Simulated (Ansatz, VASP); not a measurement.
## LiH in VASP and in Ansatz

```xyz
2
Lattice="2.6127 0.0000 0.0000 0.0000 2.6127 0.0000 0.0000 0.0000 2.5017" Properties=species:S:1:pos:R:3 pbc="T T T"
Li    0.0000    0.0000    0.0000
H     1.3064    1.3064    1.2508
```

Change from the starting cell: biaxial_xy strain +4.4%.

Alike in both runs: task single point; functional HSE06; k mesh 8 × 8 × 8; no spin polarisation.

```csv
,VASP,Ansatz
version,VASP 6.6.1,Ansatz 0.2.0
potentials or method,"VASP PAW PBE potentials, release 64 (Li_sv, H)","plane waves, PAW"
plane-wave cutoff (eV),520,420
occupations,"gaussian, width 0.01 eV",fixed
valence electrons in the cell,4,4
```

Ansatz gave:

- gap on the k mesh at the Fermi level (eV): 1.25

Problem. What did VASP give for the same quantities?

Solution. gap on the k mesh at the Fermi level (eV): 1.27.

Ansatz's warnings: stress exchange threshold loose, stress scf threshold loose.

Noted on VASP's run: the cutoff is short for stress, so the pressure is rough.
